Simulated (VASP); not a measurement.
**NaCl: single point with LDA**

The system is NaCl.

```
Na Cl
1.0
     3.50219    0.00000    0.00000
     0.00000    3.50219    0.00000
     0.00000    0.00000    3.22201
Na Cl
1 1
Cartesian
  0.0000 0.0000 0.0000
  1.7511 1.7511 1.6110
```

This cell differs from its parent crystal: strain +0.000 along x and y, -0.080 along z.

| Item | Value |
| --- | --- |
| Program | VASP 6.6.1 |
| Task | single point |
| Functional | LDA |
| Potentials or basis | VASP PAW LDA potentials, release 64 (Na_pv, Cl) |
| Cutoff | 520 eV |
| k mesh | 6 × 6 × 6 |
| Occupations | gaussian, width 0.05 eV |
| Spin | no spin polarisation |
| Dipole correction | no |
| Further INCAR settings | ALGO = Normal; EDIFF = 1e-06; NBANDS = 14 |

```yaml
Pressure: -0.9 GPa
Band_gap_on_the_k_mesh: 3.37 eV, indirect (least direct gap 3.80 eV)
```

Stress tensor (GPa, compression positive):
```
-3.34  0.00  0.00
 0.00 -3.34  0.00
 0.00  0.00  4.12
```

Levels at points of the mesh, in eV from the valence-band top:
| k point | band 4 | band 5 | band 6 | band 7 | band 8 | band 9 | band 10 | band 11 |
| --- | --- | --- | --- | --- | --- | --- | --- | --- |
| (0.00, 0.00, 0.00) | -14.06 | -1.26 | -1.26 | -0.43 | 3.37 | 7.35 | 8.29 | 14.82 |
| (0.50, 0.00, 0.00) | -13.66 | -3.88 | -1.02 | -0.23 | 6.38 | 8.13 | 10.01 | 10.72 |
| (0.50, 0.50, 0.00) | -13.39 | -3.13 | -3.13 | 0.00 | 4.44 | 9.91 | 10.85 | 10.85 |
| (0.00, 0.00, 0.50) | -13.42 | -3.89 | -0.84 | -0.84 | 6.22 | 8.63 | 9.83 | 10.97 |
| (0.50, 0.00, 0.50) | -13.15 | -3.22 | -2.86 | -0.57 | 4.89 | 9.11 | 10.32 | 10.98 |
| (0.50, 0.50, 0.50) | -12.87 | -2.82 | -2.46 | -2.46 | 6.34 | 6.34 | 6.37 | 11.49 |

It took 9.7 s on 1 thread of AMD EPYC 7R13 Processor (Zen 3) (shared host), peak memory 0.11 GiB.

Caveat: the cell differs from its parent crystal (strain +0.000 along x and y, -0.080 along z). A k mesh can miss the band edges.
